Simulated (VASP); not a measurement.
Write the native input for VASP 6.6.1 that does the following.

```yaml
Task: relaxation of cell and atoms
Functional: LDA
Potentials_or_basis: VASP PAW LDA potentials, release 64 (Sr_sv, Ti_sv, O)
Cutoff: 600 eV
k_mesh: 8 × 8 × 8
Occupations: gaussian, width 0.01 eV
Spin: no spin polarisation
Dipole_correction: no
Further_INCAR_settings: ALGO = Normal; EDIFF = 1e-06; IBRION = 2; EDIFFG = -0.001; NSW = 80; ISIF = 3
```

The structure of SrTiO3 lies in POSCAR:

```
SrTiO3
1.0
    3.8542043456      0.0000000000      0.0000000000
    0.0000000000      3.8542043456      0.0000000000
    0.0000000000      0.0000000000      3.8542043456
Sr Ti O
1 1 3
Direct
    0.5000000000      0.5000000000      0.5000000000
    0.0000000000      0.0000000000      0.0000000000
    0.5000000000      0.0000000000      0.0000000000
    0.0000000000      0.5000000000      0.0000000000
    0.0000000000      0.0000000000      0.5000000000
```

One way to write it, as run:

INCAR

```
SYSTEM = SrTiO3
PREC = Accurate
ENCUT = 600
EDIFF = 1E-6
ISMEAR = 0
SIGMA = 0.01
LREAL = .False.
LASPH = .True.
NELM = 80
ALGO = Normal
ISIF = 3
LWAVE = .False.
LCHARG = .False.
GGA = CA
IBRION = 2
NSW = 80
EDIFFG = -0.001
```

KPOINTS

```
Automatic mesh
0
Gamma
  8 8 8
  0 0 0
```

Potentials or basis: VASP PAW LDA potentials, release 64 (Sr_sv, Ti_sv, O).

Command:

```bash
$ cat potpaw_LDA.64/Sr_sv/POTCAR potpaw_LDA.64/Ti_sv/POTCAR potpaw_LDA.64/O/POTCAR > POTCAR
$ mpirun -np 1 vasp_std > vasp.out
```

It gave:

```
Relaxed volume                        : 11.50 Å³/atom
Relaxed cell                          : a = 3.860 Å, b = 3.860 Å, c = 3.860 Å, α = 90.00°, β = 90.00°, γ = 90.00°
Space group after relaxing (to 0.1 Å) : Pm-3m (No. 221)
Energy gained by relaxing             : 0.1 meV/atom
Ionic steps                           : 4
Pressure after relaxing               : 0.0 GPa
Band gap on the k mesh                : 1.81 eV (least direct gap 2.15 eV)
```

Run time: 42 s on 1 thread of Intel(R) Xeon(R) 6975P-C (Granite Rapids), with other jobs on the host, peak memory 0.2 GiB.
